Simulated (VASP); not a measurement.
# BAs (e600) (F-43m) in VASP: notebook, part 2 of 2

VASP 6.6.1. The steps go on from the part before.

**3. Single point, PBEsol**

Contents of INCAR:

```
PREC = Accurate ; ENCUT = 520
EDIFF = 1E-6 ; ISMEAR = 0
SIGMA = 0.01 ; LREAL = F
LASPH = T ; NELM = 60
ALGO = Normal ; ISIF = 2
LWAVE = F ; LCHARG = F
GGA = PS ; NBANDS = 11
```

Contents of KPOINTS:

```
Automatic mesh
0
Gamma
  8 8 8
```

Contents of POSCAR:

```
BAs
1.0
    0.0000000000      2.3838113257      2.3838113257
    2.3838113257      0.0000000000      2.3838113257
    2.3838113257      2.3838113257      0.0000000000
B As
1 1
Direct
    0.0000000000      0.0000000000      0.0000000000
    0.2500000000      0.2500000000      0.2500000000
```

Potentials or basis: VASP PAW PBE potentials, release 64 (B, As).

Started as:

```sh
$ cat potpaw_PBE.64/B/POTCAR potpaw_PBE.64/As/POTCAR > POTCAR
$ mpirun -np 1 vasp_std > vasp.out
```

OUTCAR:

```text
PREC = Accurate
   ENCUT = 520
   EDIFF = 1E-6
   ISMEAR = 0
   LREAL = F
   LASPH = T
   NELM = 60
   ISIF = 2
   GGA = PS

 ion  position               nearest neighbor table
   1  0.000  0.000  0.000-   2 2.06   2 2.06   2 2.06   2 2.06
   2  0.250  0.250  0.250-   1 2.06   1 2.06   1 2.06   1 2.06

  LATTYP: Found a face centered cubic cell.
 ALAT       =     4.7676226514

  Lattice vectors:

 A1 = (   0.0000000000,   2.3838113257,   2.3838113257)
 A2 = (   2.3838113257,   0.0000000000,   2.3838113257)
 A3 = (   2.3838113257,   2.3838113257,   0.0000000000)

Analysis of symmetry for initial positions (statically):
=====================================================================
 Subroutine PRICEL returns:
 Original cell was already a primitive cell.

 Routine SETGRP: Setting up the symmetry group for a
 face centered cubic supercell.

 Subroutine GETGRP returns: Found 24 space group operations
 (whereof 24 operations were pure point group operations)
 out of a pool of 48 trial point group operations.

The static configuration has the point symmetry T_d .

Analysis of symmetry for dynamics (positions and initial velocities):
=====================================================================
 Subroutine PRICEL returns:
 Original cell was already a primitive cell.

 Routine SETGRP: Setting up the symmetry group for a
 face centered cubic supercell.

 Subroutine GETGRP returns: Found 24 space group operations
 (whereof 24 operations were pure point group operations)
 out of a pool of 48 trial point group operations.

The dynamic configuration has the point symmetry T_d .

 Subroutine INISYM returns: Found 24 space group operations
 (whereof 24 operations are pure point group operations),
 and found     1 'primitive' translations

----------------------------------------------------------------------------------------

                                     Primitive cell

  volume of cell :      27.0923

  direct lattice vectors                    reciprocal lattice vectors
     0.000000000  2.383811326  2.383811326    -0.209748143  0.209748143  0.209748143
     2.383811326  0.000000000  2.383811326     0.209748143 -0.209748143  0.209748143
     2.383811326  2.383811326  0.000000000     0.209748143  0.209748143 -0.209748143

  length of vectors
     3.371218307  3.371218307  3.371218307     0.363294441  0.363294441  0.363294441

  position of ions in fractional coordinates (direct lattice)
     0.000000000  0.000000000  0.000000000
     0.250000000  0.250000000  0.250000000

  ion indices of the primitive-cell ions
   primitive index   ion index
                 1           1
                 2           2

----------------------------------------------------------------------------------------

 KPOINTS: Automatic mesh

Automatic generation of k-mesh.
 Grid dimensions read from file:
 generate k-points for:    8    8    8

 Generating k-lattice:

  Cartesian coordinates                     Fractional coordinates (reciprocal lattice)
    -0.026218518  0.026218518  0.026218518     0.125000000  0.000000000  0.000000000
     0.026218518 -0.026218518  0.026218518     0.000000000  0.125000000  0.000000000
     0.026218518  0.026218518 -0.026218518     0.000000000  0.000000000  0.125000000

  Length of vectors
     0.045411805  0.045411805  0.045411805

  Shift w.r.t. Gamma in fractional coordinates (k-lattice)
     0.000000000  0.000000000  0.000000000

 Subroutine IBZKPT returns following result:
 ===========================================

 Found     29 irreducible k-points:

 Following reciprocal coordinates:
            Coordinates               Weight
  0.000000  0.000000  0.000000      1.000000
  0.125000  0.000000  0.000000      8.000000
  0.250000  0.000000  0.000000      8.000000
  0.375000  0.000000  0.000000      8.000000
  0.500000  0.000000  0.000000      4.000000
  0.125000  0.125000  0.000000      6.000000
[... 16 lines left out ...]
  0.500000  0.250000  0.125000     48.000000
 -0.375000  0.250000  0.125000     24.000000
 [... further k-points ...]
   k-points           NKPTS =     29   k-points in BZ     NKDIM =     29   number of bands    NBANDS=     11
   number of dos      NEDOS =    301   number of ions     NIONS =      2
   total plane-waves  NPLWV =  21952
   dimension x,y,z NGX =    28 NGY =   28 NGZ =   28
   dimension x,y,z NGXF=    56 NGYF=   56 NGZF=   56
   ions per type =               1   1
   NGX,Y,Z   is equivalent  to a cutoff of  13.81, 13.81, 13.81 a.u.
   NGXF,Y,Z  is equivalent  to a cutoff of  27.62, 27.62, 27.62 a.u.
 SYSTEM =  unknown system
   PREC   = accura    normal or accurate (medium, high low for compatibility)
   ISTART =      0    job   : 0-new  1-cont  2-samecut
   ICHARG =      2    charge: 1-file 2-atom 10-const
   ISPIN  =      1    spin polarized calculation?
   LNONCOLLINEAR =      F non collinear calculations
   LSORBIT =      F    spin-orbit coupling
   LASPH  =      T    aspherical Exc in radial PAW
   ENCUT  =  520.0 eV  38.22 Ry    6.18 a.u.   6.27  6.27  6.27*2*pi/ulx,y,z
   NELM   =     60;   NELMIN=  2; NELMDL= -5     # of ELM steps
   EDIFF  = 0.1E-05   stopping-criterion for ELM
   LREAL  =      F    real-space projection
   EDIFFG = 0.1E-04   stopping-criterion for IOM
   NSW    =      0    number of steps for IOM
   IBRION =     -1    ionic relax: 0-MD 1-quasi-New 2-CG
   NFREE  =      0    steps in history (QN), initial steepest desc. (CG)
   ISIF   =      2    stress and relaxation
   ISYM   =      2    0-nonsym 1-usesym 2-fastsym
   POTIM  = 0.5000    time-step for ionic-motion
   TEBEG  =    0.0;   TEEND  =   0.0 temperature during run
   PSTRESS=    0.0 pullay stress
   NELECT =       8.0000    total number of electrons
   NUPDOWN=      -1.0000    fix difference up-down
   EMIN   =  10.00;   EMAX   =-10.00  energy-range for DOS
   EFERMI =   0.00;   METHOD = LEGACY
   ISMEAR =     0;   SIGMA  =   0.01  broadening in eV -4-tet -1-fermi 0-gaus
   EFERMI_NEDOS =   21; number of points for ismear=-14 and -15
   IALGO  =     38    algorithm
   IMIX   =      4    mixing-type and parameters
     AMIX     =   0.40;   BMIX     =  1.00
     AMIX_MAG =   1.60;   BMIX_MAG =  1.00
  volume/ion in A,a.u.               =      13.55        91.41
  Fermi-wavevector in a.u.,A,eV,Ry     =   1.090158  2.060101 16.169781  1.188445
  Thomas-Fermi vector in A             =   2.226377
   LORBIT       =      0    0 simple, 1 ext, 2 COOP (PROOUT), +10 PAW based schemes
   GGA     = PS    functional components
   LHFCALC =     F    Hartree Fock is set to
   AEXX    =    0.0000 exact exchange contribution
   IVDW    =     0    specifies the selected vdW correction
   LEPSILON=     F    determine dielectric tensor
   LRPA    =     F    only Hartree local field effects (RPA)
 non-spin polarized calculation
 Gauss-broadening in eV      SIGMA  =   0.01
  energy-cutoff  :      520.00
  volume of cell :       27.09
 maximum number of plane-waves:       745
 NGX is ok and might be reduce to    28
   NGX = 13   NGY = 13   NGZ = 13

 number of electron       8.0000000 magnetization

 Free energy of the ion-electron system (eV)
  ---------------------------------------------------
  ext. energy  EPLUGINS =         0.00000000
  ---------------------------------------------------
  free energy    TOTEN  =       -12.20105269 eV

  energy without entropy =      -12.20105269  energy(sigma->0) =      -12.20105269

 E-fermi :   6.1897     XC(G=0): -10.7557

 val. band max:        6.1101186604   @ k =   0.0000   0.0000   0.0000
 cond. band min:       7.1964879742   @ k =   0.3750   0.3750   0.0000
 fundamental gap:      1.0863693138
 Fermi energy:         6.1897097118

 k-point     1 :       0.0000    0.0000    0.0000
  band No.  band energies     occupation
      1      -9.3813      2.00000
      2       6.1101      2.00000
      3       6.1101      2.00000
      4       6.1101      2.00000
      5       9.3569      0.00000
      6       9.3569      0.00000
      7       9.3569      0.00000
      8      10.8668      0.00000
      9      15.4852      0.00000
     10      19.0645      0.00000
     11      19.0645      0.00000
[... 309 lines left out ...]
 k-point    24 :      -0.3750    0.2500    0.1250
  band No.  band energies     occupation
      1      -5.8980      2.00000
      2      -2.2477      2.00000
      3       1.4966      2.00000
      4       2.9903      2.00000
      5      10.0222      0.00000
      6      10.8166      0.00000
      7      13.5739      0.00000
      8      15.1162      0.00000
      9      16.3729      0.00000
     10      20.2621      0.00000
     11      21.2417      0.00000

 [... further k-points ...]
[... 5 lines left out ...]
  --------------------------------------------------------------------------------------
  -------------------------------------------------------------------------------------
  Total        0.1521247      0.1521247      0.1521247      0.0000000      0.0000000      0.0000000
  in kB        8.9963181      8.9963181      8.9963181      0.0000000      0.0000000      0.0000000
  external PRESSURE =       8.9963181 kB  Pullay stress =       0.0000000 kB

 VOLUME and BASIS-vectors are now :
 -----------------------------------------------------------------------------
  energy-cutoff  :      520.00
  volume of cell :       27.09
      direct lattice vectors                 reciprocal lattice vectors
     0.000000000  2.383811326  2.383811326    -0.209748143  0.209748143  0.209748143
     2.383811326  0.000000000  2.383811326     0.209748143 -0.209748143  0.209748143
     2.383811326  2.383811326  0.000000000     0.209748143  0.209748143 -0.209748143

 POSITION                                       TOTAL-FORCE (eV/Angst)
 -----------------------------------------------------------------------------------
      0.00000      0.00000      0.00000         0.000000      0.000000      0.000000
      1.19191      1.19191      1.19191        -0.000000     -0.000000     -0.000000
 -----------------------------------------------------------------------------------
    total drift:                               -0.000000     -0.000000     -0.000000

  FREE ENERGIE OF THE ION-ELECTRON SYSTEM (eV)
  ---------------------------------------------------
  free  energy   TOTEN  =       -12.2010526861 eV

  energy  without entropy=      -12.2010526861  energy(sigma->0) =      -12.20105269
```

OSZICAR:

```text
N       E                     dE             d eps       ncg     rms          rms(c)
DAV:   1     0.111932646178E+02    0.11193E+02   -0.39498E+03   638   0.653E+02
DAV:   2    -0.121160733879E+02   -0.23309E+02   -0.22503E+02   841   0.103E+02
DAV:   3    -0.128189817977E+02   -0.70291E+00   -0.70151E+00   788   0.169E+01
DAV:   4    -0.128207879997E+02   -0.18062E-02   -0.18061E-02   702   0.987E-01
DAV:   5    -0.128207907131E+02   -0.27134E-05   -0.27134E-05   755   0.392E-02    0.488E+00
DAV:   6    -0.122803190698E+02    0.54047E+00   -0.13630E+00   686   0.469E+00    0.241E+00
DAV:   7    -0.122101156369E+02    0.70203E-01   -0.18842E-01   743   0.209E+00    0.932E-01
DAV:   8    -0.122008646546E+02    0.92510E-02   -0.18677E-02   704   0.748E-01    0.925E-02
DAV:   9    -0.122009967908E+02   -0.13214E-03   -0.69144E-04   725   0.157E-01    0.520E-02
DAV:  10    -0.122010501081E+02   -0.53317E-04   -0.85323E-05   680   0.543E-02    0.948E-03
DAV:  11    -0.122010527865E+02   -0.26784E-05   -0.18809E-06   776   0.985E-03    0.911E-03
DAV:  12    -0.122010526861E+02    0.10036E-06   -0.99000E-07   446   0.501E-03
   1 F= -.12201053E+02 E0= -.12201053E+02  d E =-.101824E-31
```

stdout:

```text
POSCAR found type information on POSCAR B As
 POSCAR found :  2 types and       2 ions
 scaLAPACK will be used
 -----------------------------------------------------------------------------
|                                                                             |
|                                                                             |
|     You enforced a specific xc type in the INCAR file but a different       |
|     I HOPE YOU KNOW WHAT YOU ARE DOING!                                     |
|                                                                             |
 -----------------------------------------------------------------------------

 LDA part: xc-table for (Slater+PW92), standard interpolation
 POSCAR, INCAR and KPOINTS ok, starting setup
 FFT: planning ... GRIDC
 FFT: planning ... GRID_SOFT
 FFT: planning ... GRID
 WAVECAR not read
 entering main loop
```

It took 12 s on 1 thread of Intel Xeon Platinum 8559C (Emerald Rapids), shared host; peak memory 0.15 GiB.

Results:

* Free energy: -12.2011 eV
* Pressure: 0.9 GPa
* Band gap on the k mesh: 1.09 eV, indirect (least direct gap 3.25 eV)

Levels at points of the mesh, in eV from the valence-band top:
| k point | band 2 | band 3 | band 4 | band 5 | band 6 | band 7 |
| --- | --- | --- | --- | --- | --- | --- |
| (0.00, 0.00, 0.00) | 0.00 | 0.00 | 0.00 | 3.25 | 3.25 | 3.25 |
| (0.50, 0.00, 0.00) | -8.88 | -1.84 | -1.84 | 2.69 | 4.73 | 4.73 |
| (0.50, 0.50, 0.00) | -8.57 | -4.13 | -4.13 | 1.31 | 1.33 | 11.40 |

Caveat: the PAW data sets were made with another functional, which shifts forces and pressure a little. A k mesh can miss the band edges.

**4. Single point, PBEsol**

Contents of INCAR:

```
SYSTEM = BAs
PREC = Accurate
ENCUT = 520
EDIFF = 1E-6
ISMEAR = 0
SIGMA = 0.01
LREAL = .False.
LASPH = .True.
NELM = 60
ALGO = Normal
ISIF = 2
LWAVE = .False.
LCHARG = .False.
GGA = PS
NBANDS = 11
```

Contents of KPOINTS:

```
regular mesh
0
Gamma
  8 8 8
  0 0 0
```

POSCAR is that of step 3.

Started as:

```sh
$ cat potpaw_PBE.64/B/POTCAR potpaw_PBE.64/As/POTCAR > POTCAR
$ mpirun -np 1 vasp_std > vasp.out
```

It took 8.8 s on 1 thread of Intel Xeon Platinum 8559C (Emerald Rapids), shared host; peak memory 0.15 GiB.

It converged, with:

| Property | Result |
| --- | --- |
| Free energy | -12.2011 eV |
| Pressure | 0.9 GPa |
| Band gap on the k mesh | 1.09 eV, indirect (least direct gap 3.25 eV) |

Levels at points of the mesh, in eV from the valence-band top:
| k point | band 1 | band 2 | band 3 | band 4 | band 5 | band 6 | band 7 | band 8 |
| --- | --- | --- | --- | --- | --- | --- | --- | --- |
| (0.00, 0.00, 0.00) | -15.49 | 0.00 | 0.00 | 0.00 | 3.25 | 3.25 | 3.25 | 4.76 |
| (0.50, 0.00, 0.00) | -12.59 | -8.88 | -1.84 | -1.84 | 2.69 | 4.73 | 4.73 | 8.72 |
| (0.50, 0.50, 0.00) | -11.27 | -8.57 | -4.13 | -4.13 | 1.31 | 1.33 | 11.40 | 11.40 |

Caveat: the PAW data sets were made with another functional, which shifts forces and pressure a little. A k mesh can miss the band edges.
